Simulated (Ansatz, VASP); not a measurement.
## HfO2: VASP beside Ansatz

File INCAR:

```
SYSTEM = HfO2
  ALGO = Normal
  EDIFF = 1E-6
  ENCUT = 520
  GGA = PE
  ISIF = 2
  ISMEAR = -1
  LASPH = .True.
  LCHARG = .False.
  LREAL = .False.
  LWAVE = .False.
  NBANDS = 18
  NELM = 80
  PREC = Accurate
  SIGMA = 0.03
```

File KPOINTS:

```
k-points
0
Gamma
  5 5 5
  0 0 0
```

POSCAR

```
HfO2
1.0
    0.0000000000      2.5575000000      2.5575000000
    2.5575000000      0.0000000000      2.5575000000
    2.5575000000      2.5575000000      0.0000000000
Hf O
1 2
Direct
    0.0000000000      0.0000000000      0.0000000000
    0.7500000000      0.7500000000      0.7500000000
    0.2500000000      0.2500000000      0.2500000000
```

input.yaml

```yaml
crystal:
  lattice:
    - [0.0, 2.5575, 2.5575]
    - [2.5575, 0.0, 2.5575]
    - [2.5575, 2.5575, 0.0]
  atoms:
    - { symbol: Hf, position: [0.0, 0.0, 0.0] }
    - { symbol: O, position: [0.75, 0.75, 0.75] }
    - { symbol: O, position: [0.25, 0.25, 0.25] }
kpoints:
  mp_grid: { grid: [5, 5, 5] }
scf:
  occupations: { method: fermi_dirac, width: 0.03 }
hamiltonian:
  xc: pbe
  pseudopotentials: { kind: all_electron, lapw: { basis_error: 0.003 } }
output:
  forces: true
  stress: true
  eigenvalues: true
```

Alike in both runs: task single point; functional PBE; k mesh 5 × 5 × 5; occupations fermi-dirac, width 0.03 eV; no spin polarisation.

|  | VASP | Ansatz |
| --- | --- | --- |
| version | VASP 6.6.1 | Ansatz 0.2.0 |
| potentials or method | VASP PAW PBE potentials, release 64 (Hf_pv, O), cutoff 520 eV | all-electron LAPW, scalar-relativistic |

|  | VASP | Ansatz | Ansatz less VASP |
| --- | --- | --- | --- |
| gap on the k mesh at the Fermi level (eV) | 4.01 | 4.01 | +0.004 |
| least direct gap on the mesh (eV) | 4.33 | 4.32 | -0.011 |
| pressure (GPa) | -6.0 | -2.5 | +3.54 |

Ansatz ran all-electron here, and VASP with PAW potentials.

The k mesh is coarse, so the values compare programs but aren't converged. Neither program's run includes spin-orbit coupling.
